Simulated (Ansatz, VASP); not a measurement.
# One calculation of Co4Ge, two programs

```xyz
5
Lattice="4.2726 0.0000 0.0000 0.0000 4.2726 0.0000 0.0000 0.0000 4.2726" Properties=species:S:1:pos:R:3 pbc="T T T"
Co    2.1363    0.0000    0.0000
Co    0.0000    2.1363    0.0000
Co    0.0000    0.0000    2.1363
Co    2.1363    2.1363    2.1363
Ge    0.0000    0.0000    0.0000
```

Alike in both runs: functional PBE; k mesh 4 × 4 × 4; occupations gaussian, width 0.1 eV; collinear spin.

Ansatz relaxed the structure, and its values are those at the end. VASP's run is a single point on that final structure, the one shown.

|  | VASP | Ansatz |
| --- | --- | --- |
| version | VASP 6.6.1 | Ansatz 0.2.0 |
| potentials or method | VASP PAW PBE potentials, release 64 (Co, Ge_d), cutoff 520 eV | scalar-relativistic, plane waves, PAW |
| valence electrons in the cell | 50 | 82 |

```tsv
	VASP	Ansatz	Ansatz less VASP
gap on the k mesh at the Fermi level (eV)	none	none	-
pressure (GPa)	0.6	0.3	-0.26
net moment per atom (μB)	1.34	1.34	-0.001
size of the moment on the site where the two differ most (μB)	1.54	1.49	-0.050
```

Site moments also hang on the region over which each program counts them. A gap of «none» marks a metal or a gap that the smearing closes. VASP's potentials hold 50 valence electrons a cell and Ansatz's 82, so a difference there can come from the potentials and not from the codes.

The k mesh is coarse, so the values compare programs but aren't converged.
